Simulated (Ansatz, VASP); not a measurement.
## Ta: VASP beside Ansatz

```xyz
1
Lattice="2.7249 0.0000 0.0000 0.0000 2.7249 0.0000 0.0000 0.0000 2.7249" Properties=species:S:1:pos:R:3 pbc="T T T"
Ta    0.0000    0.0000    0.0000
```

Alike in both runs: task single point; functional r2SCAN; k mesh 13 × 13 × 13; occupations fermi-dirac, width 0.1 eV; no spin polarisation.

```csv
,VASP,Ansatz
version,VASP 6.6.1,Ansatz 0.2.0
potentials or method,"VASP PAW PBE potentials, release 64 (Ta_pv), cutoff 520 eV","plane waves (500 eV) with PAW, scalar-relativistic"
valence electrons in the cell,11,13
```

```tsv
	VASP	Ansatz	Ansatz less VASP
pressure (GPa)	0.7	0.1	-0.59
```

VASP's potentials were made for PBE, not for r2SCAN. VASP's potentials hold 11 valence electrons a cell and Ansatz's 13, so a difference there can come from the potentials and not from the codes.

Neither program's run includes spin-orbit coupling.
